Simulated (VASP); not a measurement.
Set up this calculation in VASP 6.6.1, as the native input.

```yaml
Task: single point
Functional: PBE
Potentials_or_basis: VASP PAW PBE potentials, release 64 (Sn_d, Te)
Cutoff: 520 eV
k_mesh: 1 × 1 × 13
Occupations: gaussian, width 0.05 eV
Spin: collinear spin, ferromagnetic start
Starting_moments: "[0.5, 0.5] μB"
Dipole_correction: no
Further_INCAR_settings: ALGO = Normal; EDIFF = 1e-06; NBANDS = 21
```

The structure of SnTe lies in POSCAR:

```
SnTe
1.0
   10.3000000000      0.0000000000      0.0000000000
    0.0000000000      9.3000000000      0.0000000000
    0.0000000000      0.0000000000      5.1945090396
Sn Te
1 1
Direct
    0.4369598418      0.5000000000      0.0000000000
    0.5630401582      0.5000000000      0.5000000000
```

One way to write it, as run:

INCAR

```
SYSTEM = SnTe
PREC = Accurate
ENCUT = 520
EDIFF = 1E-6
ISMEAR = 0
SIGMA = 0.05
LREAL = .FALSE.
LASPH = .TRUE.
NELM = 150
ALGO = Normal
ISIF = 2
LWAVE = .FALSE.
LCHARG = .TRUE.
ISPIN = 2
MAGMOM = 0.5 0.5
LORBIT = 11
GGA = PE
LELF = .TRUE.
LVHAR = .TRUE.
NBANDS = 21
```

KPOINTS

```
Automatic mesh
0
G
  1 1 13
  0 0 0
```

Potentials or basis: VASP PAW PBE potentials, release 64 (Sn_d, Te).

Run with:

```sh
$ cat potpaw_PBE.64/Sn_d/POTCAR potpaw_PBE.64/Te/POTCAR > POTCAR
$ mpirun -np 1 vasp_std > vasp.out
```

Results of the run:

```
Largest force                                         : 0.136 eV/Å
Band gap on the k mesh                                : 0.66 eV, indirect (least direct gap 1.04 eV)
Net moment                                            : 0.00 μB per cell
Valence electrons inside the program's atomic spheres : Sn 12.03; Te 3.36
```

Caveat: spin-orbit coupling is left out, which moves the levels of the heavy elements.

It took 4.5 min on 1 thread of Intel Xeon 6975P-C, on a shared host, peak memory 0.69 GiB.
